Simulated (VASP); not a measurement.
Input of a VASP 6.6.1 run:

The input INCAR:

```
SYSTEM = Pb
ALGO     = Normal         ! electronic algorithm
EDIFF    = 1E-6           ! SCF threshold, eV
ENCUT    = 520            ! plane-wave cutoff, eV
GGA      = PS             ! functional
ISIF     = 2              ! what is computed and relaxed
ISMEAR   = -1             ! smearing method
IVDW     = 13             ! dispersion correction
LASPH    = .TRUE.         ! aspherical terms in the spheres
LCHARG   = .FALSE.        ! write CHGCAR
LREAL    = .FALSE.        ! projectors in reciprocal space
LWAVE    = .FALSE.        ! write WAVECAR
NBANDS   = 13             ! bands
NELM     = 100            ! most SCF steps
PREC     = Accurate       ! precision mode
SIGMA    = 0.05           ! smearing width, eV
```

KPOINTS

```
k-points
0
G
  9 9 9
  0 0 0
```

POSCAR

```
Pb
1.0
    0.0000000000      2.4429788548      2.4429788548
    2.4429788548      0.0000000000      2.4429788548
    2.4429788548      2.4429788548      0.0000000000
Pb
1
Direct
    0.0000000000      0.0000000000      0.0000000000
```

Potentials or basis: VASP PAW PBE potentials, release 64 (Pb_d).

Run with:

```bash
$ cat potpaw_PBE.64/Pb_d/POTCAR > POTCAR
$ mpirun -np 1 vasp_std > vasp.out
```

(1) Estimate the dispersion energy per atom.

(2) What does it give for the pressure?

Results:

(1) -0.263 eV.

(2) -0.1 GPa.

Caveat: the PAW data sets were made with another functional, which shifts forces and pressure a little; pairwise dispersion overbinds metals, which lowers pressure and volume.
